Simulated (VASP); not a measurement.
# As (P6_3/mmc) in VASP: notebook

Runs on As. Level: PBE. Tasks: relaxation of cell and atoms.

Everything below comes from runs of VASP 6.6.1. Logs are shortened: lines on timing, memory, paths and dates and some standing lists are left out, and cuts for length are marked.

## Step 1: The cell of the first run

It takes space group P6_3/mmc (No. 194, hexagonal). The conventional cell has a = 2.925 Å, b = 2.925 Å, c = 4.739 Å, α = 90.00°, β = 90.00°, γ = 120.00°. As (site symmetry -6m2) has 12 As at 2.91 to 2.93 Å within 3.8 Å.

This isn't the form of As at room conditions, which is rhombohedral.

## Step 2: Relaxation of cell and atoms, PBE, target pressure 9.3 GPa, at which the enthalpy is minimised

File INCAR:

```
SYSTEM = As
PREC = Accurate ; ENCUT = 600
EDIFF = 1E-7 ; ISMEAR = -1
SIGMA = 0.08 ; LREAL = .False.
LASPH = .True. ; NELM = 80
ALGO = Normal ; ISIF = 3
LWAVE = .False. ; LCHARG = .False.
GGA = PE ; IBRION = 2
NSW = 60 ; EDIFFG = -0.005
PSTRESS = 93.0
```

File KPOINTS:

```
regular mesh
0
Gamma
  15 15 8
  0 0 0
```

File POSCAR:

```
As
1.0
    2.9253981218      0.0000000000      0.0000000000
   -1.4626990609      2.5334690897      0.0000000000
    0.0000000000      0.0000000000      4.7391449574
As
2
Direct
    0.3333333333      0.6666666667      0.2500000000
    0.6666666667      0.3333333333      0.7500000000
```

Potentials or basis: VASP PAW PBE potentials, release 64 (As).

Command:

```sh
> cat potpaw_PBE.64/As/POTCAR > POTCAR
> mpirun -np 1 vasp_std > vasp.out
```

OUTCAR:

```text
SYSTEM = As
   PREC = Accurate
   ENCUT = 600
   EDIFF = 1E-7
   ISMEAR = -1
   LREAL = .False.
   LASPH = .True.
   NELM = 80
   ISIF = 3
   GGA = PE
   IBRION = 2
   NSW = 60
   EDIFFG = -0.005
   PSTRESS = 93.0

 ion  position               nearest neighbor table
   1  0.333  0.667  0.250-   2 2.91   2 2.91   2 2.91   2 2.91   2 2.91   2 2.91
   2  0.667  0.333  0.750-   1 2.91   1 2.91   1 2.91   1 2.91   1 2.91   1 2.91

  LATTYP: Found a hexagonal cell.
 ALAT       =     2.9253981218
 C/A-ratio  =     1.6200000000

  Lattice vectors:

 A1 = (   2.9253981218,   0.0000000000,   0.0000000000)
 A2 = (  -1.4626990609,   2.5334690897,   0.0000000000)
 A3 = (   0.0000000000,   0.0000000000,   4.7391449574)

Analysis of symmetry for initial positions (statically):
=====================================================================
 Subroutine PRICEL returns:
 Original cell was already a primitive cell.

 Routine SETGRP: Setting up the symmetry group for a
 hexagonal supercell.

 Subroutine GETGRP returns: Found 24 space group operations
 (whereof 12 operations were pure point group operations)
 out of a pool of 24 trial point group operations.

The static configuration has the point symmetry D_3d.
 The point group associated with its full space group is D_6h.

Analysis of symmetry for dynamics (positions and initial velocities):
=====================================================================
 Subroutine PRICEL returns:
 Original cell was already a primitive cell.

 Routine SETGRP: Setting up the symmetry group for a
 hexagonal supercell.

 Subroutine GETGRP returns: Found 24 space group operations
 (whereof 12 operations were pure point group operations)
 out of a pool of 24 trial point group operations.

The dynamic configuration has the point symmetry D_3d.
 The point group associated with its full space group is D_6h.

 Subroutine INISYM returns: Found 24 space group operations
 (whereof 12 operations are pure point group operations),
 and found     1 'primitive' translations

----------------------------------------------------------------------------------------

                                     Primitive cell

  volume of cell :      35.1237

  direct lattice vectors                    reciprocal lattice vectors
     2.925398122  0.000000000  0.000000000     0.341833815  0.197357845  0.000000000
    -1.462699061  2.533469090  0.000000000     0.000000000  0.394715690  0.000000000
     0.000000000  0.000000000  4.739144957     0.000000000  0.000000000  0.211008528

  length of vectors
     2.925398122  2.925398122  4.739144957     0.394715690  0.394715690  0.211008528

  position of ions in fractional coordinates (direct lattice)
[... 94 lines left out ...]
   ISMEAR =    -1;   SIGMA  =   0.08  broadening in eV -4-tet -1-fermi 0-gaus
   EFERMI_NEDOS =   21; number of points for ismear=-14 and -15
   IALGO  =     38    algorithm
   IMIX   =      4    mixing-type and parameters
     AMIX     =   0.40;   BMIX     =  1.00
     AMIX_MAG =   1.60;   BMIX_MAG =  1.00
  volume/ion in A,a.u.               =      17.56       118.51
  Fermi-wavevector in a.u.,A,eV,Ry     =   1.076981  2.035199 15.781230  1.159888
  Thomas-Fermi vector in A             =   2.212880
   LORBIT       =      0    0 simple, 1 ext, 2 COOP (PROOUT), +10 PAW based schemes
   GGA     = PE    functional components
   LHFCALC =     F    Hartree Fock is set to
   AEXX    =    0.0000 exact exchange contribution
   IVDW    =     0    specifies the selected vdW correction
   LEPSILON=     F    determine dielectric tensor
   LRPA    =     F    only Hartree local field effects (RPA)
 conjugate gradient relaxation of ions
 non-spin polarized calculation
  energy-cutoff  :      600.00
  volume of cell :       35.12
 maximum number of plane-waves:      1186
 NGX is ok and might be reduce to    24
   NGX = 11   NGY = 11   NGZ = 19

--------------------------------------- Ionic step        1  -------------------------------------------

 number of electron      10.0000000 magnetization

 number of electron       9.9999999 magnetization

 Free energy of the ion-electron system (eV)
  ---------------------------------------------------
  ext. energy  EPLUGINS =         0.00000000
  ---------------------------------------------------
  free energy    TOTEN  =        -8.26741074 eV

  energy without entropy =       -8.24504273  energy(sigma->0) =       -8.25622673

------------------------ aborting loop because EDIFF is reached ----------------------------------------

  FORCE on cell =-STRESS in cart. coord.  units (eV):
  Direction    XX          YY          ZZ          XY          YZ          ZX
  --------------------------------------------------------------------------------------
  -------------------------------------------------------------------------------------
  Total        1.8486378      1.8486378      2.4495694      0.0000000      0.0000000      0.0000000
  in kB       84.3260622     84.3260622    111.7377071      0.0000000      0.0000000      0.0000000
  external PRESSURE =       0.4632772 kB  Pullay stress =      93.0000000 kB
[... 215 lines left out ...]
--------------------------------------- Ionic step        7  -------------------------------------------

 number of electron      10.0000000 magnetization

 Free energy of the ion-electron system (eV)
  ---------------------------------------------------
  ext. energy  EPLUGINS =         0.00000000
  ---------------------------------------------------
  free energy    TOTEN  =        -8.27528356 eV

  energy without entropy =       -8.25379248  energy(sigma->0) =       -8.26453802

 E-fermi :   7.5583     XC(G=0): -11.1310

 val. band max:        7.5126909902   @ k =   0.3333   0.2000   0.2500
 cond. band min:       7.5686206136   @ k =   0.1333   0.1333   0.3750
 fundamental gap:      0.0559296234
 Fermi energy:         7.5582699357

 k-point     1 :       0.0000    0.0000    0.0000
  band No.  band energies     occupation
      1      -8.4097      2.00000
      2      -3.7100      2.00000
      3       0.0799      2.00000
      4      12.1770      0.00000
      5      12.1770      0.00000
      6      13.6427      0.00000
      7      13.9210      0.00000
      8      13.9210      0.00000
      9      17.7588      0.00000
[... 265 lines left out ...]
 k-point    24 :       0.4000    0.2000    0.0000
  band No.  band energies     occupation
      1      -3.0369      2.00000
      2      -1.7663      2.00000
      3       2.3438      2.00000
      4       4.1909      2.00000
      5       4.8124      2.00000
      6       5.3774      2.00000
      7       7.2874      1.93455
      8       8.2647      0.00029
      9      13.1170      0.00000

 [... further k-points ...]
[... 5 lines left out ...]
  --------------------------------------------------------------------------------------
  -------------------------------------------------------------------------------------
  Total        2.0442614      2.0442614      2.0387478      0.0000000      0.0000000      0.0000000
  in kB       93.1732459     93.1732459     92.9219472      0.0000000      0.0000000      0.0000000
  external PRESSURE =       0.0894797 kB  Pullay stress =      93.0000000 kB
[... 21 lines left out ...]
  energy  without entropy=       -8.2537924804  energy(sigma->0) =       -8.26453802

  enthalpy is  TOTEN    =        -6.2348232542 eV   P V=        2.0404603046

 reached required accuracy - stopping structural energy minimisation
```

OSZICAR:

```text
N       E                     dE             d eps       ncg     rms          rms(c)
DAV:   1     0.319192123910E+02    0.31919E+02   -0.48228E+03  2430   0.106E+03
DAV:   2    -0.707845834525E+01   -0.38998E+02   -0.37885E+02  3696   0.128E+02
[... 44 lines left out ...]
   6 F= -.62348220E+01 E0= -.62240778E+01  d E =-.148713E-06
       N       E                     dE             d eps       ncg     rms          rms(c)
DAV:   1    -0.827528508085E+01   -0.60911E-03   -0.35605E-05  2454   0.373E-02    0.527E-03
DAV:   2    -0.827528415065E+01    0.93019E-06   -0.51901E-07  2487   0.622E-03    0.291E-03
DAV:   3    -0.827528354268E+01    0.60797E-06   -0.69289E-07  2448   0.513E-03    0.546E-04
DAV:   4    -0.827528355877E+01   -0.16093E-07   -0.21056E-09  1221   0.507E-04
   7 F= -.62348233E+01 E0= -.62240777E+01  d E =-.141649E-05
```

It took 42 s on 1 thread of Intel Xeon 6975P-C (Granite Rapids), shared host; peak memory 0.2 GiB.

What came out:

* Free energy: -8.2753 eV
* Relaxed volume: 17.58 Å³/atom
* Relaxed cell: a = 2.898 Å, b = 2.898 Å, c = 4.832 Å, α = 90.00°, β = 90.00°, γ = 120.00°
* Space group after relaxing (to 0.1 Å): P6_3/mmc (No. 194)
* Energy change on relaxing (the run minimises the enthalpy): -3.9 meV/atom
* Ionic steps: 7
* Pressure after relaxing: 9.3 GPa
* Band gap on the k mesh: zero (bands 5 and 6 overlap by 9.74 eV)

The path:
```
step  energy change (eV)  largest force (eV/Å)  pressure (GPa)  volume (Å³)
   1              0.0000                0.0000            9.35        35.12
   2             -0.0059                0.0000            9.27        35.15
   3             -0.0087                0.0000            9.27        35.17
   4             -0.0086                0.0000            9.26        35.16
   5             -0.0086                0.0000            9.26        35.17
   6             -0.0073                0.0000            9.34        35.14
   7             -0.0079                0.0000            9.31        35.15
```

Final structure:
```cif
data_structure
_symmetry_space_group_name_H-M 'P 1'
_symmetry_Int_Tables_number 1
_cell_length_a 2.8984
_cell_length_b 2.8984
_cell_length_c 4.8317
_cell_angle_alpha 90.000
_cell_angle_beta 90.000
_cell_angle_gamma 120.000
_cell_volume 35.15
loop_
_atom_site_label
_atom_site_type_symbol
_atom_site_fract_x
_atom_site_fract_y
_atom_site_fract_z
_atom_site_occupancy
As1 As 0.33333 0.66667 0.25000 1
As2 As 0.66667 0.33333 0.75000 1
```

Levels at points of the mesh, in eV from the Fermi level:
```csv
k point,band 2,band 3,band 4,band 5,band 6,band 7,band 8,band 9
"(0.00, 0.00, 0.00)",-11.27,-7.48,4.62,4.62,6.08,6.36,6.36,10.20
"(0.00, 0.00, 0.50)",-14.46,-1.33,-1.33,5.50,5.50,5.50,5.50,11.42
```

Caveat: the cell is relaxed towards a set pressure, so the run minimises the enthalpy, not the energy.

## Step 3: Relaxation of cell and atoms, PBE, target pressure 9.3 GPa, at which the enthalpy is minimised

File INCAR:

```
PREC = Accurate
ENCUT = 600
EDIFF = 1E-6
ISMEAR = -1
SIGMA = 0.08
LREAL = False
LASPH = True
NELM = 60
ALGO = Normal
ISIF = 3
LWAVE = False
LCHARG = False
GGA = PE
IBRION = 2
NSW = 32
EDIFFG = -0.005
PSTRESS = 93.0
```

File KPOINTS:

```
regular mesh
0
Gamma
  15 15 8
```

File POSCAR:

```
As
1.0
    2.8970663851      0.0000000000      0.0000000000
   -1.4485331926      2.5089330859      0.0000000000
    0.0000000000      0.0000000000      4.8297410208
As
2
Direct
    0.3333333333      0.6666666667      0.2500000000
    0.6666666667      0.3333333333      0.7500000000
```

Potentials or basis: VASP PAW PBE potentials, release 64 (As).

Command:

```sh
> cat potpaw_PBE.64/As/POTCAR > POTCAR
> mpirun -np 1 vasp_std > vasp.out
```

Wall time 20 s (1 thread of Intel Xeon 6975P-C (Granite Rapids), shared host); peak memory 0.19 GiB.

The run converged. Its results:

| Property | Result |
| --- | --- |
| Free energy | -8.2754 eV |
| Relaxed volume | 17.58 Å³/atom |
| Relaxed cell | a = 2.899 Å, b = 2.899 Å, c = 4.832 Å, α = 90.00°, β = 90.00°, γ = 120.00° |
| Space group after relaxing (to 0.1 Å) | P6_3/mmc (No. 194) |
| Energy change on relaxing (the run minimises the enthalpy) | -1.4 meV/atom |
| Ionic steps | 3 |
| Pressure after relaxing | 9.3 GPa |
| Band gap on the k mesh | zero (bands 5 and 6 overlap by 9.74 eV) |

Step by step:
| step | energy change (eV) | largest force (eV/Å) | pressure (GPa) | volume (Å³) |
| --- | --- | --- | --- | --- |
| 1 | 0.0000 | 0.0000 | 9.46 | 35.11 |
| 2 | -0.0053 | 0.0000 | 9.16 | 35.20 |
| 3 | -0.0029 | 0.0000 | 9.30 | 35.15 |

Final structure:
```
CELL_PARAMETERS angstrom
2.89852 0.00000 0.00000
-1.44926 2.51020 0.00000
0.00000 0.00000 4.83161
ATOMIC_POSITIONS crystal
As 0.33333 0.66667 0.25000
As 0.66667 0.33333 0.75000
```

Levels at points of the mesh, in eV from the Fermi level:
```
           k point  band 3  band 4  band 5  band 6  band 7  band 8
(0.00, 0.00, 0.00)   -7.48    4.62    4.62    6.09    6.36    6.36
(0.00, 0.00, 0.50)   -1.33   -1.33    5.50    5.50    5.50    5.50
```

Caveat: the cell is relaxed towards a set pressure, so the run minimises the enthalpy, not the energy.

The gap in the log of VASP goes by the Fermi energy; the results here count the filled bands.